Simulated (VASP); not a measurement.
# AlAs4 (F-43m) in VASP: single point with PBE

Aim: the single point of AlAs4 with PBE.

Everything below comes from runs of VASP 6.6.1. Logs are shortened: lines on timing, memory, paths and dates and some standing lists are left out, and cuts for length are marked.

## Step 1: The cell of the first run

Symmetry: F-43m, No. 216, cubic system. Conventional cell: a = 9.812 Å, b = 9.812 Å, c = 9.812 Å, α = 90.00°, β = 90.00°, γ = 90.00°. Al (site symmetry -43m) has 16 As at 3.47 to 4.25 Å and 4 Al at 4.25 Å within 4.6 Å. Al (site symmetry -43m) has 6 As at 2.42 Å within 3.2 Å. As (site symmetry 2mm) has 1 Al at 2.42 Å and 1 As at 2.49 Å within 3.2 Å. Within 3.3 Å of As (site symmetry -43m) lie 6 As at 2.49 Å. Within 4.6 Å of As (site symmetry -43m) lie 16 As at 3.47 to 4.25 Å and 4 Al at 4.25 Å.

## Step 2: Single point, PBE

Contents of INCAR:

```
PREC = Accurate ; ENCUT = 500
EDIFF = 1E-6 ; ISMEAR = 0
SIGMA = 0.2 ; LREAL = False
LASPH = True ; NELM = 120
ALGO = Normal ; ISIF = 2
LWAVE = False ; LCHARG = False
GGA = PE ; NBANDS = 34
GGA_COMPAT = False
```

Contents of KPOINTS:

```
regular mesh
0
Gamma
  3 3 3
```

Contents of POSCAR:

```
AlAs4
1.0
    0.0000000000      4.9057704572      4.9057704572
    4.9057704572      0.0000000000      4.9057704572
    4.9057704572      4.9057704572      0.0000000000
Al As
2 8
Direct
    0.5000000000      0.5000000000      0.5000000000
    0.2500000000      0.2500000000      0.2500000000
    0.4964005603      0.0035994397      0.0035994397
    0.0035994397      0.4964005603      0.4964005603
    0.0035994397      0.4964005603      0.0035994397
    0.4964005603      0.0035994397      0.4964005603
    0.0035994397      0.0035994397      0.4964005603
    0.4964005603      0.4964005603      0.0035994397
    0.7500000000      0.7500000000      0.7500000000
    0.0000000000      0.0000000000      0.0000000000
```

Potentials or basis: VASP PAW PBE potentials, release 64 (Al, As).

The run is started by

```bash
$ cat potpaw_PBE.64/Al/POTCAR potpaw_PBE.64/As/POTCAR > POTCAR
$ mpirun -np 1 vasp_std > vasp.out
```

OUTCAR:

```text
PREC = Accurate
   ENCUT = 500
   EDIFF = 1E-6
   ISMEAR = 0
   LREAL = False
   LASPH = True
   NELM = 120
   ISIF = 2
   GGA = PE

 ion  position               nearest neighbor table
   1  0.500  0.500  0.500-
   2  0.250  0.250  0.250-   3 2.42   4 2.42   5 2.42   6 2.42   7 2.42   8 2.42
   3  0.496  0.004  0.004-   2 2.42   9 2.49
   4  0.004  0.496  0.496-   2 2.42   9 2.49
   5  0.004  0.496  0.004-   2 2.42   9 2.49
   6  0.496  0.004  0.496-   2 2.42   9 2.49
   7  0.004  0.004  0.496-   2 2.42   9 2.49
   8  0.496  0.496  0.004-   2 2.42   9 2.49
   9  0.750  0.750  0.750-   3 2.49   4 2.49   5 2.49   6 2.49   7 2.49   8 2.49
  10  0.000  0.000  0.000-

  LATTYP: Found a face centered cubic cell.
 ALAT       =     9.8115409144

  Lattice vectors:

 A1 = (   0.0000000000,   4.9057704572,   4.9057704572)
 A2 = (   4.9057704572,   0.0000000000,   4.9057704572)
 A3 = (   4.9057704572,   4.9057704572,   0.0000000000)

Analysis of symmetry for initial positions (statically):
=====================================================================
 Subroutine PRICEL returns:
 Original cell was already a primitive cell.

 Routine SETGRP: Setting up the symmetry group for a
 face centered cubic supercell.

 Subroutine GETGRP returns: Found 24 space group operations
 (whereof 24 operations were pure point group operations)
 out of a pool of 48 trial point group operations.

The static configuration has the point symmetry T_d .

Analysis of symmetry for dynamics (positions and initial velocities):
=====================================================================
 Subroutine PRICEL returns:
 Original cell was already a primitive cell.

 Routine SETGRP: Setting up the symmetry group for a
 face centered cubic supercell.

 Subroutine GETGRP returns: Found 24 space group operations
 (whereof 24 operations were pure point group operations)
 out of a pool of 48 trial point group operations.

The dynamic configuration has the point symmetry T_d .

 Subroutine INISYM returns: Found 24 space group operations
 (whereof 24 operations are pure point group operations),
[... 91 lines left out ...]
   EDIFF  = 0.1E-05   stopping-criterion for ELM
   LREAL  =      F    real-space projection
   EDIFFG = 0.1E-04   stopping-criterion for IOM
   NSW    =      0    number of steps for IOM
   IBRION =     -1    ionic relax: 0-MD 1-quasi-New 2-CG
   NFREE  =      0    steps in history (QN), initial steepest desc. (CG)
   ISIF   =      2    stress and relaxation
   ISYM   =      2    0-nonsym 1-usesym 2-fastsym
   POTIM  = 0.5000    time-step for ionic-motion
   TEBEG  =    0.0;   TEEND  =   0.0 temperature during run
   PSTRESS=    0.0 pullay stress
   NELECT =      46.0000    total number of electrons
   NUPDOWN=      -1.0000    fix difference up-down
   EMIN   =  10.00;   EMAX   =-10.00  energy-range for DOS
   EFERMI =   0.00;   METHOD = LEGACY
   ISMEAR =     0;   SIGMA  =   0.20  broadening in eV -4-tet -1-fermi 0-gaus
   EFERMI_NEDOS =   21; number of points for ismear=-14 and -15
   IALGO  =     38    algorithm
   IMIX   =      4    mixing-type and parameters
     AMIX     =   0.40;   BMIX     =  1.00
     AMIX_MAG =   1.60;   BMIX_MAG =  1.00
  volume/ion in A,a.u.               =      23.61       159.35
  Fermi-wavevector in a.u.,A,eV,Ry     =   0.949023  1.793394 12.254023  0.900645
  Thomas-Fermi vector in A             =   2.077267
   LORBIT       =      0    0 simple, 1 ext, 2 COOP (PROOUT), +10 PAW based schemes
   GGA     = PE    functional components
   LHFCALC =     F    Hartree Fock is set to
   AEXX    =    0.0000 exact exchange contribution
   IVDW    =     0    specifies the selected vdW correction
   LEPSILON=     F    determine dielectric tensor
   LRPA    =     F    only Hartree local field effects (RPA)
 non-spin polarized calculation
 Gauss-broadening in eV      SIGMA  =   0.20
  energy-cutoff  :      500.00
  volume of cell :      236.13
 maximum number of plane-waves:      6014
 NGX is ok and might be reduce to    50
   NGX = 25   NGY = 25   NGZ = 25

 number of electron      46.0000000 magnetization

 Free energy of the ion-electron system (eV)
  ---------------------------------------------------
  ext. energy  EPLUGINS =         0.00000000
  ---------------------------------------------------
  free energy    TOTEN  =       -37.02403000 eV

  energy without entropy =      -36.75715103  energy(sigma->0) =      -36.89059051

 E-fermi :   4.1133     XC(G=0):  -9.4770

 val. band max:        4.1073878757   @ k =   0.3333   0.3333   0.0000
 cond. band min:       4.1170205847   @ k =   0.0000   0.0000   0.0000
 fundamental gap:      0.0096327090
 Fermi energy:         4.1132969248

 k-point     1 :       0.0000    0.0000    0.0000
  band No.  band energies     occupation
      1     -10.1244      2.00000
      2      -6.8240      2.00000
      3      -6.7859      2.00000
      4      -6.7859      2.00000
      5      -6.7859      2.00000
      6      -5.5712      2.00000
[... 137 lines left out ...]
     33       7.5132      0.00000
     34       7.7740      0.00000

------------------------ aborting loop because EDIFF is reached ----------------------------------------

  FORCE on cell =-STRESS in cart. coord.  units (eV):
  Direction    XX          YY          ZZ          XY          YZ          ZX
  --------------------------------------------------------------------------------------
  -------------------------------------------------------------------------------------
  Total        0.0331410      0.0331410      0.0331410      0.0000000     -0.0000000      0.0000000
  in kB        0.2248666      0.2248666      0.2248666      0.0000000     -0.0000000      0.0000000
  external PRESSURE =       0.2248666 kB  Pullay stress =       0.0000000 kB

 VOLUME and BASIS-vectors are now :
 -----------------------------------------------------------------------------
  energy-cutoff  :      500.00
  volume of cell :      236.13
      direct lattice vectors                 reciprocal lattice vectors
     0.000000000  4.905770457  4.905770457    -0.101920790  0.101920790  0.101920790
     4.905770457  0.000000000  4.905770457     0.101920790 -0.101920790  0.101920790
     4.905770457  4.905770457  0.000000000     0.101920790  0.101920790 -0.101920790

 POSITION                                       TOTAL-FORCE (eV/Angst)
 -----------------------------------------------------------------------------------
      4.90577      4.90577      4.90577         0.000000      0.000000      0.000000
      2.45289      2.45289      2.45289         0.000000      0.000000      0.000000
      0.03532      2.45289      2.45289         0.021969      0.000000      0.000000
      4.87045      2.45289      2.45289        -0.021969      0.000000      0.000000
      2.45289      0.03532      2.45289         0.000000      0.021969      0.000000
      2.45289      4.87045      2.45289         0.000000     -0.021969      0.000000
      2.45289      2.45289      0.03532         0.000000      0.000000      0.021969
      2.45289      2.45289      4.87045         0.000000      0.000000     -0.021969
      7.35866      7.35866      7.35866         0.000000      0.000000      0.000000
      0.00000      0.00000      0.00000         0.000000      0.000000      0.000000
 -----------------------------------------------------------------------------------
    total drift:                               -0.000000     -0.000000     -0.000000

  FREE ENERGIE OF THE ION-ELECTRON SYSTEM (eV)
  ---------------------------------------------------
  free  energy   TOTEN  =       -37.0240299974 eV

  energy  without entropy=      -36.7571510293  energy(sigma->0) =      -36.89059051
```

OSZICAR:

```text
N       E                     dE             d eps       ncg     rms          rms(c)
DAV:   1     0.169749558127E+03    0.16975E+03   -0.17463E+04   272   0.109E+03
DAV:   2    -0.224071724395E+02   -0.19216E+03   -0.18319E+03   356   0.164E+02
DAV:   3    -0.374628690510E+02   -0.15056E+02   -0.14484E+02   334   0.452E+01
DAV:   4    -0.377579991049E+02   -0.29513E+00   -0.29075E+00   328   0.688E+00
DAV:   5    -0.377639234841E+02   -0.59244E-02   -0.59193E-02   358   0.964E-01    0.652E+00
DAV:   6    -0.371988555767E+02    0.56507E+00   -0.22710E+00   298   0.515E+00    0.395E+00
DAV:   7    -0.370576911542E+02    0.14116E+00   -0.67750E-01   324   0.287E+00    0.248E+00
DAV:   8    -0.370251732485E+02    0.32518E-01   -0.96202E-02   300   0.124E+00    0.852E-01
DAV:   9    -0.370239548452E+02    0.12184E-02   -0.17081E-02   300   0.530E-01    0.171E-01
DAV:  10    -0.370239933587E+02   -0.38513E-04   -0.80696E-04   332   0.126E-01    0.883E-02
DAV:  11    -0.370240280800E+02   -0.34721E-04   -0.15417E-04   292   0.484E-02    0.341E-02
DAV:  12    -0.370240297539E+02   -0.16739E-05   -0.19018E-05   288   0.210E-02    0.890E-03
DAV:  13    -0.370240299974E+02   -0.24347E-06   -0.59214E-06   286   0.102E-02
   1 F= -.37024030E+02 E0= -.36890591E+02  d E =-.266879E+00
```

Run time: 1.8 min. Hardware: 1 thread of Intel Xeon 8259CL, shared host; peak memory 0.39 GiB.

Results:

```yaml
Free_energy: -37.0240 eV
Pressure: 0.0 GPa
Largest_force: 0.022 eV/Å
Band_gap_on_the_k_mesh: zero (band 23 reaches 4.15 eV, above the bottom of band 24 at 4.11 eV)
```

Forces in eV/Å, atoms in the order of the input:
```
Al   0.000  0.000  0.000
Al   0.000  0.000  0.000
As   0.022  0.000  0.000
As  -0.022  0.000  0.000
As   0.000  0.022  0.000
As   0.000 -0.022  0.000
As   0.000  0.000  0.022
As   0.000  0.000 -0.022
As   0.000  0.000  0.000
As   0.000  0.000  0.000
```

Caveat: the k points lie up to 0.37 Å⁻¹ apart.
